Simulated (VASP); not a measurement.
# MgO: single point with PBE

MgO:

```
Mg O
1.0
     0.00000    2.09700    2.09700
     2.09700    0.00000    2.09700
     2.09700    2.09700    0.00000
Mg O
1 1
Direct
  0.00000 0.00000 0.00000
  0.50000 0.50000 0.50000
```

* Program: VASP 6.6.1
* Task: single point
* Functional: PBE
* Potentials or basis: VASP PAW PBE potentials, release 64 (Mg, O)
* Cutoff: 520 eV
* k mesh: 6 × 6 × 6
* Occupations: gaussian, width 0.01 eV
* Spin: no spin polarisation

```
Pressure               : 6.2 GPa
Band gap on the k mesh : 4.85 eV, direct
```

Levels at points of the mesh, in eV from the valence-band top:
```csv
k point,band 2,band 3,band 4,band 5,band 6,band 7
"(0.00, 0.00, 0.00)",0.00,0.00,0.00,4.85,15.87,15.87
"(0.50, 0.00, 0.00)",-4.67,-0.67,-0.67,7.98,12.75,16.44
"(0.50, 0.50, 0.00)",-4.14,-1.37,-1.37,9.13,10.11,13.24
```

Wall time 2.6 s on 1 thread of Intel(R) Xeon(R) 6975P-C (Granite Rapids), with other jobs on the host, peak memory 0.13 GiB.

Caveat: the k points lie up to 0.43 Å⁻¹ apart. A hybrid or GW would open this gap; PBE tends to underestimate it.
